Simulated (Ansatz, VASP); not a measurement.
**Ag in VASP and in Ansatz**

INCAR

```
ALGO = Normal ; EDIFF = 1E-7
ENCUT = 520 ; GGA = PE
ISIF = 2 ; ISMEAR = -1
LASPH = T ; LCHARG = F
LREAL = F ; LWAVE = F
NBANDS = 12 ; NELM = 100
PREC = Accurate ; SIGMA = 0.08
```

Contents of KPOINTS:

```
k-points
0
Gamma
  18 18 18
```

POSCAR

```
Ag
1.0
    0.0000000000      1.8274276406      1.8274276406
    1.8274276406      0.0000000000      1.8274276406
    1.8274276406      1.8274276406      0.0000000000
Ag
1
Direct
    0.0000000000      0.0000000000      0.0000000000
```

Input for Ansatz:

```yaml
crystal:
  lattice:
    - [0.0, 1.8274276406, 1.8274276406]
    - [1.8274276406, 0.0, 1.8274276406]
    - [1.8274276406, 1.8274276406, 0.0]
  atoms:
    - { symbol: Ag, position: [0.0, 0.0, 0.0] }
kpoints:
  mp_grid: { grid: [18, 18, 18] }
scf:
  occupations: { method: fermi_dirac, width: 0.08 }
hamiltonian:
  xc: pbe
  pseudopotentials: { kind: paw }
output:
  forces: true
  stress: true
  eigenvalues: true
```

Change from the starting cell: volume scaled by 0.684, to set the pressure.

Alike in both runs: task single point; functional PBE; k mesh 18 × 18 × 18; occupations fermi-dirac, width 0.08 eV; no spin polarisation.

```csv
,VASP,Ansatz
version,VASP 6.6.1,Ansatz 0.2.0
potentials or method,"VASP PAW PBE potentials, release 64 (Ag)","PAW with Ansatz's default frozen-core files, scalar-relativistic"
plane-wave cutoff (eV),520,420
valence electrons in the cell,11,19
```

VASP gave:

| Item | Value |
| --- | --- |
| pressure (GPa) | 100.9 |

Task: What did Ansatz give for the same quantities?

Result: Pressure (GPa): 101.8.

Both programs put the cell under a high pressure, so it lies far from rest at this level. VASP's potentials hold 11 valence electrons a cell and Ansatz's 19, so a difference there can come from the potentials and not from the codes.

Noted on VASP's run: the cell as given lies far from equilibrium.
